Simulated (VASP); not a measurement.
# CdSe in VASP: further runs

Runs on CdSe. Level: PBEsol. Tasks: single point.

Everything below comes from runs of VASP 6.6.1. Logs are shortened: lines on timing, memory, paths and dates and some standing lists are left out, and cuts for length are marked.

## (1) The cell of the first run

It takes space group Fm-3m (No. 225, cubic). Conventional cell: a = 5.748 Å, b = 5.748 Å, c = 5.748 Å, α = 90.00°, β = 90.00°, γ = 90.00°. Within 3.8 Å of Cd (site symmetry m-3m) lie 6 Se at 2.87 Å. Se (site symmetry m-3m) has 6 Cd at 2.87 Å within 3.8 Å.

## (2) Single point, PBEsol

File INCAR:

```
PREC = Accurate
ENCUT = 520
EDIFF = 1E-6
ISMEAR = -1
SIGMA = 0.05
LREAL = F
LASPH = T
NELM = 100
ALGO = Normal
ISIF = 2
LWAVE = F
LCHARG = F
GGA = PS
NBANDS = 16
```

File KPOINTS:

```
regular mesh
0
Gamma
  6 6 6
```

File POSCAR:

```
CdSe
1.0
    0.0000000000      2.8739580000      2.8739580000
    2.8739580000      0.0000000000      2.8739580000
    2.8739580000      2.8739580000      0.0000000000
Cd Se
1 1
Direct
    0.0000000000      0.0000000000      0.0000000000
    0.5000000000      0.5000000000      0.5000000000
```

Potentials or basis: VASP PAW PBE potentials, release 64 (Cd, Se).

Command:

```
$ cat potpaw_PBE.64/Cd/POTCAR potpaw_PBE.64/Se/POTCAR > POTCAR
$ mpirun -np 1 vasp_std > vasp.out
```

OUTCAR:

```text
PREC = Accurate
   ENCUT = 520
   EDIFF = 1E-6
   ISMEAR = -1
   LREAL = F
   LASPH = T
   NELM = 100
   ISIF = 2
   GGA = PS

 ion  position               nearest neighbor table
   1  0.000  0.000  0.000-   2 2.87   2 2.87   2 2.87   2 2.87   2 2.87   2 2.87
   2  0.500  0.500  0.500-   1 2.87   1 2.87   1 2.87   1 2.87   1 2.87   1 2.87

  LATTYP: Found a face centered cubic cell.
 ALAT       =     5.7479160000

  Lattice vectors:

 A1 = (   0.0000000000,   2.8739580000,   2.8739580000)
 A2 = (   2.8739580000,   0.0000000000,   2.8739580000)
 A3 = (   2.8739580000,   2.8739580000,   0.0000000000)

Analysis of symmetry for initial positions (statically):
=====================================================================
 Subroutine PRICEL returns:
 Original cell was already a primitive cell.

 Routine SETGRP: Setting up the symmetry group for a
 face centered cubic supercell.

 Subroutine GETGRP returns: Found 48 space group operations
 (whereof 48 operations were pure point group operations)
 out of a pool of 48 trial point group operations.

The static configuration has the point symmetry O_h .

Analysis of symmetry for dynamics (positions and initial velocities):
=====================================================================
 Subroutine PRICEL returns:
 Original cell was already a primitive cell.

 Routine SETGRP: Setting up the symmetry group for a
 face centered cubic supercell.

 Subroutine GETGRP returns: Found 48 space group operations
 (whereof 48 operations were pure point group operations)
 out of a pool of 48 trial point group operations.

The dynamic configuration has the point symmetry O_h .

 Subroutine INISYM returns: Found 48 space group operations
 (whereof 48 operations are pure point group operations),
 and found     1 'primitive' translations

----------------------------------------------------------------------------------------

                                     Primitive cell

  volume of cell :      47.4757

  direct lattice vectors                    reciprocal lattice vectors
     0.000000000  2.873958000  2.873958000    -0.173976098  0.173976098  0.173976098
     2.873958000  0.000000000  2.873958000     0.173976098 -0.173976098  0.173976098
     2.873958000  2.873958000  0.000000000     0.173976098  0.173976098 -0.173976098

  length of vectors
     4.064390381  4.064390381  4.064390381     0.301335442  0.301335442  0.301335442

  position of ions in fractional coordinates (direct lattice)
     0.000000000  0.000000000  0.000000000
     0.500000000  0.500000000  0.500000000

  ion indices of the primitive-cell ions
   primitive index   ion index
                 1           1
                 2           2

----------------------------------------------------------------------------------------

 KPOINTS: regular mesh

Automatic generation of k-mesh.
 Grid dimensions read from file:
 generate k-points for:    6    6    6

 Generating k-lattice:

  Cartesian coordinates                     Fractional coordinates (reciprocal lattice)
    -0.028996016  0.028996016  0.028996016     0.166666667  0.000000000  0.000000000
     0.028996016 -0.028996016  0.028996016     0.000000000  0.166666667  0.000000000
     0.028996016  0.028996016 -0.028996016     0.000000000  0.000000000  0.166666667

  Length of vectors
     0.050222574  0.050222574  0.050222574

  Shift w.r.t. Gamma in fractional coordinates (k-lattice)
     0.000000000  0.000000000  0.000000000

 Subroutine IBZKPT returns following result:
 ===========================================

 Found     16 irreducible k-points:

 Following reciprocal coordinates:
            Coordinates               Weight
  0.000000  0.000000  0.000000      1.000000
  0.166667  0.000000  0.000000      8.000000
  0.333333  0.000000  0.000000      8.000000
  0.500000  0.000000  0.000000      4.000000
  0.166667  0.166667  0.000000      6.000000
  0.333333  0.166667  0.000000     24.000000
[... 8 lines left out ...]
 -0.333333  0.333333  0.166667     24.000000
 -0.333333  0.500000  0.166667     12.000000
   k-points           NKPTS =     16   k-points in BZ     NKDIM =     16   number of bands    NBANDS=     16
   number of dos      NEDOS =    301   number of ions     NIONS =      2
   total plane-waves  NPLWV =  27000
   dimension x,y,z NGX =    30 NGY =   30 NGZ =   30
   dimension x,y,z NGXF=    60 NGYF=   60 NGZF=   60
   ions per type =               1   1
   NGX,Y,Z   is equivalent  to a cutoff of  12.27, 12.27, 12.27 a.u.
   NGXF,Y,Z  is equivalent  to a cutoff of  24.54, 24.54, 24.54 a.u.
 SYSTEM =  unknown system
   PREC   = accura    normal or accurate (medium, high low for compatibility)
   ISTART =      0    job   : 0-new  1-cont  2-samecut
   ICHARG =      2    charge: 1-file 2-atom 10-const
   ISPIN  =      1    spin polarized calculation?
   LNONCOLLINEAR =      F non collinear calculations
   LSORBIT =      F    spin-orbit coupling
   LASPH  =      T    aspherical Exc in radial PAW
   ENCUT  =  520.0 eV  38.22 Ry    6.18 a.u.   7.56  7.56  7.56*2*pi/ulx,y,z
   NELM   =    100;   NELMIN=  2; NELMDL= -5     # of ELM steps
   EDIFF  = 0.1E-05   stopping-criterion for ELM
   LREAL  =      F    real-space projection
   EDIFFG = 0.1E-04   stopping-criterion for IOM
   NSW    =      0    number of steps for IOM
   IBRION =     -1    ionic relax: 0-MD 1-quasi-New 2-CG
   NFREE  =      0    steps in history (QN), initial steepest desc. (CG)
   ISIF   =      2    stress and relaxation
   ISYM   =      2    0-nonsym 1-usesym 2-fastsym
   POTIM  = 0.5000    time-step for ionic-motion
   TEBEG  =    0.0;   TEEND  =   0.0 temperature during run
   PSTRESS=    0.0 pullay stress
   NELECT =      18.0000    total number of electrons
   NUPDOWN=      -1.0000    fix difference up-down
   EMIN   =  10.00;   EMAX   =-10.00  energy-range for DOS
   EFERMI =   0.00;   METHOD = LEGACY
   ISMEAR =    -1;   SIGMA  =   0.05  broadening in eV -4-tet -1-fermi 0-gaus
   EFERMI_NEDOS =   21; number of points for ismear=-14 and -15
   IALGO  =     38    algorithm
   IMIX   =      4    mixing-type and parameters
     AMIX     =   0.40;   BMIX     =  1.00
     AMIX_MAG =   1.60;   BMIX_MAG =  1.00
  volume/ion in A,a.u.               =      23.74       160.19
  Fermi-wavevector in a.u.,A,eV,Ry     =   1.184882  2.239103 19.101849  1.403946
  Thomas-Fermi vector in A             =   2.321088
   LORBIT       =      0    0 simple, 1 ext, 2 COOP (PROOUT), +10 PAW based schemes
   GGA     = PS    functional components
   LHFCALC =     F    Hartree Fock is set to
   AEXX    =    0.0000 exact exchange contribution
   IVDW    =     0    specifies the selected vdW correction
   LEPSILON=     F    determine dielectric tensor
   LRPA    =     F    only Hartree local field effects (RPA)
 non-spin polarized calculation
  energy-cutoff  :      520.00
  volume of cell :       47.48
 maximum number of plane-waves:      1303
   NGX = 15   NGY = 15   NGZ = 15

 number of electron      18.0000008 magnetization

 Free energy of the ion-electron system (eV)
  ---------------------------------------------------
  ext. energy  EPLUGINS =         0.00000000
  ---------------------------------------------------
  free energy    TOTEN  =        -5.95929669 eV

  energy without entropy =       -5.95360550  energy(sigma->0) =       -5.95645109

 E-fermi :   2.1705     XC(G=0): -10.1882

 val. band max:        2.0988154384   @ k =   0.0000   0.0000   0.0000
 cond. band min:       3.0127592377   @ k =   0.5000   0.3333   0.0000
 fundamental gap:      0.9139437993
 Fermi energy:         2.1704580585

 k-point     1 :       0.0000    0.0000    0.0000
  band No.  band energies     occupation
      1     -10.7868      2.00000
      2      -5.7381      2.00000
      3      -5.7381      2.00000
      4      -5.7200      2.00000
      5      -5.7200      2.00000
      6      -5.7200      2.00000
[... 8 lines left out ...]
     15      11.7969      0.00000
     16      11.7969      0.00000

 k-point     2 :       0.1667    0.0000    0.0000
  band No.  band energies     occupation
      1     -10.5930      2.00000
      2      -5.7936      2.00000
      3      -5.7936      2.00000
      4      -5.7376      2.00000
      5      -5.6871      2.00000
      6      -5.6871      2.00000
[... 8 lines left out ...]
     15      11.6263      0.00000
     16      11.6263      0.00000

 k-point     3 :       0.3333    0.0000    0.0000
  band No.  band energies     occupation
      1     -10.1427      2.00000
      2      -5.9048      2.00000
      3      -5.9048      2.00000
      4      -5.8063      2.00000
      5      -5.6163      2.00000
      6      -5.6163      2.00000
[... 8 lines left out ...]
     15      13.1794      0.00000
     16      13.1794      0.00000

 k-point     4 :       0.5000    0.0000    0.0000
  band No.  band energies     occupation
      1      -9.8718      2.00000
      2      -5.9587      2.00000
      3      -5.9587      2.00000
      4      -5.8751      2.00000
      5      -5.5802      2.00000
      6      -5.5802      2.00000
[... 8 lines left out ...]
     15      14.9553      0.00000
     16      14.9553      0.00000
[... 172 lines left out ...]
 k-point    14 :       0.5000    0.3333    0.1667
  band No.  band energies     occupation
      1      -9.9988      2.00000
      2      -5.8304      2.00000
      3      -5.7630      2.00000
      4      -5.7456      2.00000
      5      -5.5874      2.00000
      6      -5.5056      2.00000
[... 8 lines left out ...]
     15      15.2946      0.00000
     16      15.8671      0.00000

 k-point    15 :      -0.3333    0.3333    0.1667
  band No.  band energies     occupation
      1      -9.8843      2.00000
      2      -5.8696      2.00000
      3      -5.7355      2.00000
      4      -5.7180      2.00000
      5      -5.5552      2.00000
      6      -5.3860      2.00000
[... 8 lines left out ...]
     15      13.6330      0.00000
     16      16.4074      0.00000

 k-point    16 :      -0.3333    0.5000    0.1667
  band No.  band energies     occupation
      1      -9.9172      2.00000
      2      -5.7860      2.00000
      3      -5.7763      2.00000
      4      -5.6311      2.00000
      5      -5.5288      2.00000
      6      -5.1686      2.00000
[... 8 lines left out ...]
     15      15.0244      0.00000
     16      16.9939      0.00000

------------------------ aborting loop because EDIFF is reached ----------------------------------------

  FORCE on cell =-STRESS in cart. coord.  units (eV):
  Direction    XX          YY          ZZ          XY          YZ          ZX
  --------------------------------------------------------------------------------------
  -------------------------------------------------------------------------------------
  Total       -1.0096538     -1.0096538     -1.0096538     -0.0000000      0.0000000      0.0000000
  in kB      -34.0731127    -34.0731127    -34.0731127     -0.0000000      0.0000000      0.0000000
  external PRESSURE =     -34.0731127 kB  Pullay stress =       0.0000000 kB

 VOLUME and BASIS-vectors are now :
 -----------------------------------------------------------------------------
  energy-cutoff  :      520.00
  volume of cell :       47.48
      direct lattice vectors                 reciprocal lattice vectors
     0.000000000  2.873958000  2.873958000    -0.173976098  0.173976098  0.173976098
     2.873958000  0.000000000  2.873958000     0.173976098 -0.173976098  0.173976098
     2.873958000  2.873958000  0.000000000     0.173976098  0.173976098 -0.173976098

 POSITION                                       TOTAL-FORCE (eV/Angst)
 -----------------------------------------------------------------------------------
      0.00000      0.00000      0.00000         0.000000      0.000000     -0.000000
      2.87396      2.87396      2.87396         0.000000      0.000000      0.000000
 -----------------------------------------------------------------------------------
    total drift:                               -0.000000      0.000000      0.000000

  FREE ENERGIE OF THE ION-ELECTRON SYSTEM (eV)
  ---------------------------------------------------
  free  energy   TOTEN  =        -5.9592966862 eV

  energy  without entropy=       -5.9536054958  energy(sigma->0) =       -5.95645109
```

Wall time 18 s (1 thread of Intel Xeon 8259CL, shared host); peak memory 0.17 GiB.

Results:

- Free energy: -5.9593 eV
- Pressure: -3.4 GPa
- Band gap on the k mesh: zero (band 9 reaches 2.09 eV, above the bottom of band 10 at 1.59 eV)

Levels at points of the mesh, in eV from the Fermi level:
| k point | band 5 | band 6 | band 7 | band 8 | band 9 | band 10 | band 11 | band 12 | band 13 | band 14 |
| --- | --- | --- | --- | --- | --- | --- | --- | --- | --- | --- |
| (0.00, 0.00, 0.00) | -7.89 | -7.89 | -0.65 | -0.65 | -0.65 | -0.07 | 8.54 | 8.54 | 8.54 | 9.63 |
| (0.50, 0.00, 0.00) | -7.75 | -7.75 | -5.01 | -0.09 | -0.09 | 2.85 | 5.14 | 5.14 | 5.82 | 11.03 |
| (0.50, 0.50, 0.00) | -7.70 | -7.23 | -4.17 | -2.11 | -2.11 | -0.58 | 5.32 | 9.56 | 10.17 | 10.17 |

Caveat: the PAW data sets were made with another functional, which shifts forces and pressure a little.

## (3) Single point, PBEsol

File INCAR:

```
PREC = Accurate
ENCUT = 520
EDIFF = 1E-6
ISMEAR = -1
SIGMA = 0.05
LREAL = F
LASPH = T
NELM = 60
ALGO = Normal
ISIF = 2
LWAVE = F
LCHARG = T
GGA = PS
LELF = T
LVHAR = T
NBANDS = 16
```

File KPOINTS:

```
Automatic mesh
0
Gamma
  6 6 6
```

File POSCAR:

```
CdSe
1.0
   -0.0862187400      2.8308486300      2.8308486300
    2.8308486300     -0.0862187400      2.8308486300
    2.8308486300      2.8308486300     -0.0862187400
Cd Se
1 1
Direct
    0.0000000000      0.0000000000      0.0000000000
    0.5000000000      0.5000000000      0.5000000000
```

Potentials or basis: VASP PAW PBE potentials, release 64 (Cd, Se).

Command:

```
$ cat potpaw_PBE.64/Cd/POTCAR potpaw_PBE.64/Se/POTCAR > POTCAR
$ mpirun -np 1 vasp_std > vasp.out
```

It took 35 s on 1 thread of Intel Xeon 8259CL, shared host; peak memory 0.18 GiB.

It converged, with:

```
Free energy            : -5.9505 eV
Pressure               : -3.4 GPa
Band gap on the k mesh : zero (band 9 reaches 2.17 eV, above the bottom of band 10 at 1.60 eV)
```

Stress tensor (GPa, compression positive):
```
-3.38  0.71  0.71
 0.71 -3.38  0.71
 0.71  0.71 -3.38
```

Levels at points of the mesh, in eV from the Fermi level:
| k point | band 5 | band 6 | band 7 | band 8 | band 9 | band 10 | band 11 | band 12 | band 13 | band 14 |
| --- | --- | --- | --- | --- | --- | --- | --- | --- | --- | --- |
| (0.00, 0.00, 0.00) | -7.92 | -7.91 | -0.80 | -0.80 | -0.46 | -0.12 | 8.29 | 8.29 | 8.97 | 9.53 |
| (0.50, 0.00, 0.00) | -7.80 | -7.78 | -5.10 | -0.12 | -0.04 | 2.88 | 5.07 | 5.41 | 5.83 | 10.98 |
| (0.50, 0.50, 0.00) | -7.73 | -7.27 | -4.20 | -2.30 | -1.98 | -0.61 | 5.30 | 9.34 | 10.08 | 10.34 |
| (0.50, 0.50, 0.50) | -7.77 | -7.77 | -4.87 | -0.23 | -0.23 | 2.59 | 4.81 | 4.81 | 5.60 | 11.09 |

Caveat: the PAW data sets were made with another functional, which shifts forces and pressure a little.
